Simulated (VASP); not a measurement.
A run of VASP 6.6.1 is set up as follows.

INCAR

```
SYSTEM = HfTa4F
PREC = Accurate ; ENCUT = 520
EDIFF = 1E-6 ; ISMEAR = 0
SIGMA = 0.1 ; LREAL = .False.
LASPH = .True. ; NELM = 60
ALGO = Normal ; ISIF = 2
LWAVE = .False. ; LCHARG = .False.
GGA = PE ; NBANDS = 40
```

File KPOINTS:

```
regular mesh
0
Gamma
  8 8 8
  0 0 0
```

File POSCAR:

```
HfTa4F
1.0
    0.0000000000      3.9214953857      3.9214953857
    3.9214953857      0.0000000000      3.9214953857
    3.9214953857      3.9214953857      0.0000000000
Hf Ta F
1 4 1
Direct
    0.2500000000      0.2500000000      0.2500000000
    0.6217931789      0.6217931789      0.1346204633
    0.6217931789      0.1346204633      0.6217931789
    0.1346204633      0.6217931789      0.6217931789
    0.6217931789      0.6217931789      0.6217931789
    0.0000000000      0.0000000000      0.0000000000
```

Potentials or basis: VASP PAW PBE potentials, release 64 (Hf_pv, Ta_pv, F).

The run is started by

```bash
$ cat potpaw_PBE.64/Hf_pv/POTCAR potpaw_PBE.64/Ta_pv/POTCAR potpaw_PBE.64/F/POTCAR > POTCAR
$ mpirun -np 1 vasp_std > vasp.out
```

Q: Predict the pressure.

A: -0.1 GPa.

Caveat: an odd number of electrons without spin polarisation forces a metal; a magnetic or distorted state may lie lower.
